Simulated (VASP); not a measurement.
# MgO in VASP: notebook

Runs on MgO. Level: r2SCAN. Tasks: single point.

Everything below comes from runs of VASP 6.6.1. Logs are shortened: lines on timing, memory, paths and dates and some standing lists are left out, and cuts for length are marked.

**Experimental background.**

From “Electronic structure of alkaline earth and post-transition metal oxides”, 2009, arxiv:0908.1581, for a bulk crystal of MgO: band gap 7.83 eV.

The results are compared with them further down.

### 1 The cell of the first run

The structure is cubic, space group Fm-3m (No. 225). The conventional cell has a = 4.204 Å, b = 4.204 Å, c = 4.204 Å, α = 90.00°, β = 90.00°, γ = 90.00°. Mg (site symmetry m-3m) has 6 O at 2.10 Å within 2.8 Å. O (site symmetry m-3m) has 6 Mg at 2.10 Å within 2.8 Å.

### 2 Single point, r2SCAN

Contents of POSCAR:

```
MgO
1.0
    0.0000000000      2.1021680256      2.1021680256
    2.1021680256      0.0000000000      2.1021680256
    2.1021680256      2.1021680256      0.0000000000
Mg O
1 1
Direct
    0.0000000000      0.0000000000      0.0000000000
    0.5000000000      0.5000000000      0.5000000000
```

Contents of INCAR.step1:

```
SYSTEM = MgO
  PREC = Accurate
  ENCUT = 920
  ISMEAR = 0
  SIGMA = 0.01
  LREAL = .FALSE.
  LASPH = .TRUE.
  NELM = 120
  NBANDS = 15
  GGA = PE
  ALGO = Normal
  EDIFF = 1E-5
  LWAVE = .TRUE.
  LCHARG = .FALSE.
  GGA_COMPAT = .FALSE.
```

Contents of INCAR.step2:

```
SYSTEM = MgO
  PREC = Accurate
  ENCUT = 920
  EDIFF = 1E-6
  ISMEAR = 0
  SIGMA = 0.01
  LREAL = .FALSE.
  LASPH = .TRUE.
  NELM = 120
  ALGO = Normal
  ISIF = 2
  LWAVE = .FALSE.
  LCHARG = .TRUE.
  METAGGA = R2SCAN
  LMIXTAU = .TRUE.
  LELF = .TRUE.
  LVHAR = .TRUE.
  NBANDS = 15
  ISTART = 1
  GGA_COMPAT = .FALSE.
```

Contents of KPOINTS:

```
regular mesh
0
G
  10 10 10
  0 0 0
```

Potentials or basis: VASP PAW PBE potentials, release 64 (Mg_sv, O).

Run with:

```console
$ cat potpaw_PBE.64/Mg_sv/POTCAR potpaw_PBE.64/O/POTCAR > POTCAR
$ cp INCAR.step1 INCAR
$ mpirun -np 1 vasp_std > vasp.out
$ cp INCAR.step2 INCAR
$ mpirun -np 1 vasp_std > vasp.out
```

OUTCAR:

```text
SYSTEM = MgO
   PREC = Accurate
   ENCUT = 920
   EDIFF = 1E-6
   ISMEAR = 0
   LREAL = .FALSE.
   LASPH = .TRUE.
   NELM = 120
   ISIF = 2
   METAGGA = R2SCAN
   ISTART = 1

 ion  position               nearest neighbor table
   1  0.000  0.000  0.000-   2 2.10   2 2.10   2 2.10   2 2.10   2 2.10   2 2.10
   2  0.500  0.500  0.500-   1 2.10   1 2.10   1 2.10   1 2.10   1 2.10   1 2.10

  LATTYP: Found a face centered cubic cell.
 ALAT       =     4.2043360512

  Lattice vectors:

 A1 = (   0.0000000000,   2.1021680256,   2.1021680256)
 A2 = (   2.1021680256,   0.0000000000,   2.1021680256)
 A3 = (   2.1021680256,   2.1021680256,   0.0000000000)

Analysis of symmetry for initial positions (statically):
=====================================================================
 Subroutine PRICEL returns:
 Original cell was already a primitive cell.

 Routine SETGRP: Setting up the symmetry group for a
 face centered cubic supercell.

 Subroutine GETGRP returns: Found 48 space group operations
 (whereof 48 operations were pure point group operations)
 out of a pool of 48 trial point group operations.

The static configuration has the point symmetry O_h .

Analysis of symmetry for dynamics (positions and initial velocities):
=====================================================================
 Subroutine PRICEL returns:
 Original cell was already a primitive cell.

 Routine SETGRP: Setting up the symmetry group for a
 face centered cubic supercell.

 Subroutine GETGRP returns: Found 48 space group operations
 (whereof 48 operations were pure point group operations)
 out of a pool of 48 trial point group operations.

The dynamic configuration has the point symmetry O_h .

 Subroutine INISYM returns: Found 48 space group operations
 (whereof 48 operations are pure point group operations),
 and found     1 'primitive' translations

----------------------------------------------------------------------------------------

                                     Primitive cell

  volume of cell :      18.5794

  direct lattice vectors                    reciprocal lattice vectors
     0.000000000  2.102168026  2.102168026    -0.237849684  0.237849684  0.237849684
     2.102168026  0.000000000  2.102168026     0.237849684 -0.237849684  0.237849684
     2.102168026  2.102168026  0.000000000     0.237849684  0.237849684 -0.237849684

  length of vectors
     2.972914532  2.972914532  2.972914532     0.411967737  0.411967737  0.411967737

  position of ions in fractional coordinates (direct lattice)
     0.000000000  0.000000000  0.000000000
     0.500000000  0.500000000  0.500000000

  ion indices of the primitive-cell ions
   primitive index   ion index
                 1           1
                 2           2

----------------------------------------------------------------------------------------

 KPOINTS: regular mesh

Automatic generation of k-mesh.
 Grid dimensions read from file:
 generate k-points for:   10   10   10

 Generating k-lattice:

  Cartesian coordinates                     Fractional coordinates (reciprocal lattice)
    -0.023784968  0.023784968  0.023784968     0.100000000  0.000000000  0.000000000
     0.023784968 -0.023784968  0.023784968     0.000000000  0.100000000  0.000000000
     0.023784968  0.023784968 -0.023784968     0.000000000  0.000000000  0.100000000

  Length of vectors
     0.041196774  0.041196774  0.041196774

  Shift w.r.t. Gamma in fractional coordinates (k-lattice)
     0.000000000  0.000000000  0.000000000

 Subroutine IBZKPT returns following result:
 ===========================================

 Found     47 irreducible k-points:

 Following reciprocal coordinates:
            Coordinates               Weight
  0.000000  0.000000  0.000000      1.000000
  0.100000  0.000000  0.000000      8.000000
  0.200000  0.000000  0.000000      8.000000
  0.300000  0.000000  0.000000      8.000000
  0.400000  0.000000  0.000000      8.000000
  0.500000  0.000000  0.000000      4.000000
[... 16 lines left out ...]
  0.300000  0.300000  0.000000      6.000000
  0.400000  0.300000  0.000000     24.000000
 [... further k-points ...]
   k-points           NKPTS =     47   k-points in BZ     NKDIM =     47   number of bands    NBANDS=     15
   number of dos      NEDOS =    301   number of ions     NIONS =      2
   total plane-waves  NPLWV =  27000
   dimension x,y,z NGX =    30 NGY =   30 NGZ =   30
   dimension x,y,z NGXF=    60 NGYF=   60 NGZF=   60
   ions per type =               1   1
   NGX,Y,Z   is equivalent  to a cutoff of  16.78, 16.78, 16.78 a.u.
   NGXF,Y,Z  is equivalent  to a cutoff of  33.55, 33.55, 33.55 a.u.
 SYSTEM =  MgO
   PREC   = accura    normal or accurate (medium, high low for compatibility)
   ISTART =      1    job   : 0-new  1-cont  2-samecut
   ICHARG =      0    charge: 1-file 2-atom 10-const
   ISPIN  =      1    spin polarized calculation?
   LNONCOLLINEAR =      F non collinear calculations
   LSORBIT =      F    spin-orbit coupling
   LASPH  =      T    aspherical Exc in radial PAW
   ENCUT  =  920.0 eV  67.62 Ry    8.22 a.u.   7.35  7.35  7.35*2*pi/ulx,y,z
   NELM   =    120;   NELMIN=  2; NELMDL=  0     # of ELM steps
   EDIFF  = 0.1E-05   stopping-criterion for ELM
   LREAL  =      F    real-space projection
   EDIFFG = 0.1E-04   stopping-criterion for IOM
   NSW    =      0    number of steps for IOM
   IBRION =     -1    ionic relax: 0-MD 1-quasi-New 2-CG
   NFREE  =      0    steps in history (QN), initial steepest desc. (CG)
   ISIF   =      2    stress and relaxation
   ISYM   =      2    0-nonsym 1-usesym 2-fastsym
   POTIM  = 0.5000    time-step for ionic-motion
   TEBEG  =    0.0;   TEEND  =   0.0 temperature during run
   PSTRESS=    0.0 pullay stress
   NELECT =      16.0000    total number of electrons
   NUPDOWN=      -1.0000    fix difference up-down
   EMIN   =  10.00;   EMAX   =-10.00  energy-range for DOS
   EFERMI =   0.00;   METHOD = LEGACY
   ISMEAR =     0;   SIGMA  =   0.01  broadening in eV -4-tet -1-fermi 0-gaus
   EFERMI_NEDOS =   21; number of points for ismear=-14 and -15
   IALGO  =     38    algorithm
   IMIX   =      4    mixing-type and parameters
     AMIX     =   0.40;   BMIX     =  1.00
     AMIX_MAG =   1.60;   BMIX_MAG =  1.00
  volume/ion in A,a.u.               =       9.29        62.69
  Fermi-wavevector in a.u.,A,eV,Ry     =   1.557534  2.943312 33.006518  2.425911
  Thomas-Fermi vector in A             =   2.661170
   LORBIT       =      0    0 simple, 1 ext, 2 COOP (PROOUT), +10 PAW based schemes
   METAGGA = R2SCAN    functional components
   LHFCALC =     F    Hartree Fock is set to
   AEXX    =    0.0000 exact exchange contribution
   IVDW    =     0    specifies the selected vdW correction
   LEPSILON=     F    determine dielectric tensor
   LRPA    =     F    only Hartree local field effects (RPA)
 non-spin polarized calculation
 Gauss-broadening in eV      SIGMA  =   0.01
  energy-cutoff  :      920.00
  volume of cell :       18.58
 maximum number of plane-waves:      1243
 NGX is ok and might be reduce to    30
   NGX = 15   NGY = 15   NGZ = 15

 number of electron      15.9999999 magnetization

 Free energy of the ion-electron system (eV)
  ---------------------------------------------------
  ext. energy  EPLUGINS =         0.00000000
  ---------------------------------------------------
  free energy    TOTEN  =       -16.15466611 eV

  energy without entropy =      -16.15466611  energy(sigma->0) =      -16.15466611

 E-fermi :   2.8319     XC(G=0): -12.0718

 val. band max:        2.5441796515   @ k =   0.0000   0.0000   0.0000
 cond. band min:       8.2453736271   @ k =   0.0000   0.0000   0.0000
 fundamental gap:      5.7011939755
 Fermi energy:         2.8318555681

 k-point     1 :       0.0000    0.0000    0.0000
  band No.  band energies     occupation
      1     -72.4067      2.00000
      2     -37.4925      2.00000
      3     -37.4925      2.00000
      4     -37.4925      2.00000
      5     -15.6710      2.00000
      6       2.5442      2.00000
      7       2.5442      2.00000
      8       2.5442      2.00000
      9       8.2454      0.00000
     10      19.4390      0.00000
     11      19.4390      0.00000
     12      19.4390      0.00000
     13      23.5609      0.00000
     14      25.3989      0.00000
     15      25.3989      0.00000

 k-point     2 :       0.1000    0.0000    0.0000
  band No.  band energies     occupation
      1     -72.4058      2.00000
      2     -37.5010      2.00000
      3     -37.4933      2.00000
      4     -37.4933      2.00000
      5     -15.5632      2.00000
      6       1.9173      2.00000
      7       2.4740      2.00000
      8       2.4740      2.00000
      9       8.8579      0.00000
     10      18.1894      0.00000
     11      19.6951      0.00000
     12      19.6951      0.00000
     13      24.7149      0.00000
     14      24.7149      0.00000
     15      25.2818      0.00000

 k-point     3 :       0.2000    0.0000    0.0000
  band No.  band energies     occupation
      1     -72.4035      2.00000
      2     -37.5229      2.00000
      3     -37.4954      2.00000
      4     -37.4954      2.00000
      5     -15.2682      2.00000
      6       0.6004      2.00000
      7       2.2959      2.00000
      8       2.2959      2.00000
      9      10.0689      0.00000
     10      16.6797      0.00000
     11      20.2289      0.00000
     12      20.2289      0.00000
     13      24.0274      0.00000
     14      24.0274      0.00000
     15      26.4819      0.00000

 k-point     4 :       0.3000    0.0000    0.0000
  band No.  band energies     occupation
      1     -72.4009      2.00000
      2     -37.5498      2.00000
      3     -37.4980      2.00000
      4     -37.4980      2.00000
      5     -14.8732      2.00000
      6      -0.7383      2.00000
      7       2.0861      2.00000
      8       2.0861      2.00000
      9      11.0234      0.00000
     10      16.0478      0.00000
     11      20.4089      0.00000
     12      20.4089      0.00000
     13      24.4850      0.00000
     14      24.4850      0.00000
     15      25.9167      0.00000
[... 307 lines left out ...]
 k-point    22 :      -0.2000    0.2000    0.0000
  band No.  band energies     occupation
      1     -72.4000      2.00000
      2     -37.5449      2.00000
      3     -37.5139      2.00000
      4     -37.4971      2.00000
      5     -14.7612      2.00000
      6      -0.5419      2.00000
      7       1.2022      2.00000
      8       2.0792      2.00000
      9      12.0197      0.00000
     10      15.5213      0.00000
     11      18.9767      0.00000
     12      21.7355      0.00000
     13      22.2123      0.00000
     14      25.4046      0.00000
     15      29.1641      0.00000

 k-point    23 :       0.3000    0.3000    0.0000
  band No.  band energies     occupation
      1     -72.3992      2.00000
      2     -37.5422      2.00000
      3     -37.5111      2.00000
      4     -37.5111      2.00000
      5     -14.6886      2.00000
      6      -0.6031      2.00000
      7       1.5907      2.00000
      8       1.5907      2.00000
      9      12.4846      0.00000
     10      13.9465      0.00000
     11      18.3108      0.00000
     12      21.8748      0.00000
     13      21.8748      0.00000
     14      28.1566      0.00000
     15      31.7206      0.00000

 k-point    24 :       0.4000    0.3000    0.0000
  band No.  band energies     occupation
      1     -72.3976      2.00000
      2     -37.5527      2.00000
      3     -37.5166      2.00000
      4     -37.5142      2.00000
      5     -14.4506      2.00000
      6      -1.0345      2.00000
      7       1.2253      2.00000
      8       1.4392      2.00000
      9      13.2203      0.00000
     10      13.7302      0.00000
     11      17.4531      0.00000
     12      22.1691      0.00000
     13      22.3878      0.00000
     14      28.9624      0.00000
     15      31.2194      0.00000

 [... further k-points ...]
[... 5 lines left out ...]
  --------------------------------------------------------------------------------------
  -------------------------------------------------------------------------------------
  Total        0.0577681      0.0577681      0.0577681      0.0000000     -0.0000000     -0.0000000
  in kB        4.9815685      4.9815685      4.9815685      0.0000000     -0.0000000     -0.0000000
  external PRESSURE =       4.9815685 kB  Pullay stress =       0.0000000 kB

 VOLUME and BASIS-vectors are now :
 -----------------------------------------------------------------------------
  energy-cutoff  :      920.00
  volume of cell :       18.58
      direct lattice vectors                 reciprocal lattice vectors
     0.000000000  2.102168026  2.102168026    -0.237849684  0.237849684  0.237849684
     2.102168026  0.000000000  2.102168026     0.237849684 -0.237849684  0.237849684
     2.102168026  2.102168026  0.000000000     0.237849684  0.237849684 -0.237849684

 POSITION                                       TOTAL-FORCE (eV/Angst)
 -----------------------------------------------------------------------------------
      0.00000      0.00000      0.00000        -0.000000      0.000000      0.000000
      2.10217      2.10217      2.10217         0.000000     -0.000000     -0.000000
 -----------------------------------------------------------------------------------
    total drift:                                0.000000      0.000000      0.000000

  FREE ENERGIE OF THE ION-ELECTRON SYSTEM (eV)
  ---------------------------------------------------
  free  energy   TOTEN  =       -16.1546661051 eV

  energy  without entropy=      -16.1546661051  energy(sigma->0) =      -16.15466611
```

Wall time 2 min (1 thread of Intel Xeon Platinum 8559C (Emerald Rapids), shared host); peak memory 0.18 GiB.

Results:

```
Free energy            : -16.1547 eV
Pressure               : 0.5 GPa
Band gap on the k mesh : 5.70 eV
```

Caveat: the PAW data sets were made with another functional, which shifts forces and pressure a little.

(Part 1 of 2 ends here.)
